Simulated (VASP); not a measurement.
The system is Si.

```
Si
1.0
     1.88752   -2.03727    0.00000
     1.88752    2.03727    0.00000
    -1.34271    0.00000    2.41379
Si
1
Direct
  0.00000 0.00000 0.50000
```

The cell was built from a structure type or drawn by symmetry, and may not be a known phase.

- Program: VASP 6.6.1
- Task: relaxation of cell and atoms
- Functional: PBE
- Potentials or basis: VASP PAW PBE potentials, release 64 (Si)
- Cutoff: 600 eV
- k mesh: 6 × 6 × 8
- Occupations: gaussian, width 0.1 eV
- Spin: no spin polarisation

At the start: pressure -12.2 GPa; volume 18.56 Å³/atom.

How do energy, volume and symmetry change on relaxing?

Over 9 steps the energy falls by 235.7 meV/atom and the volume is 14.97 Å³/atom (-19.4 %); space group C2/m (No. 12, to 0.1 Å) before and after.

The path:
| step | energy change (eV) | largest force (eV/Å) | pressure (GPa) | volume (Å³) |
| --- | --- | --- | --- | --- |
| 1 | 0.0000 | 0.0000 | -12.17 | 18.56 |
| 2 | -0.2187 | 0.0000 | 0.24 | 15.00 |
| 3 | -0.2189 | 0.0000 | 0.66 | 14.94 |
| 4 | -0.2323 | 0.0000 | 0.70 | 14.90 |
| 5 | -0.2324 | 0.0000 | 0.69 | 14.90 |
| 6 | -0.2354 | 0.0000 | -0.37 | 15.03 |
| 7 | -0.2354 | 0.0000 | -0.30 | 15.02 |
| 8 | -0.2354 | 0.0000 | -0.28 | 15.02 |
| 9 | -0.2357 | 0.0000 | -0.04 | 14.97 |

Final structure:
```cif
data_structure
_symmetry_space_group_name_H-M 'P 1'
_symmetry_Int_Tables_number 1
_cell_length_a 2.5354
_cell_length_b 2.5354
_cell_length_c 2.6613
_cell_angle_alpha 110.159
_cell_angle_beta 110.159
_cell_angle_gamma 89.286
_cell_volume 14.97
loop_
_atom_site_label
_atom_site_type_symbol
_atom_site_fract_x
_atom_site_fract_y
_atom_site_fract_z
_atom_site_occupancy
Si1 Si 0.00000 0.00000 0.50000 1
```

Caveat: the k points lie up to 0.44 Å⁻¹ apart in the final cell, too coarse for converged energies and pressures of a metal; the volume moved by over 15 % at a fixed basis, so the end points are rough.
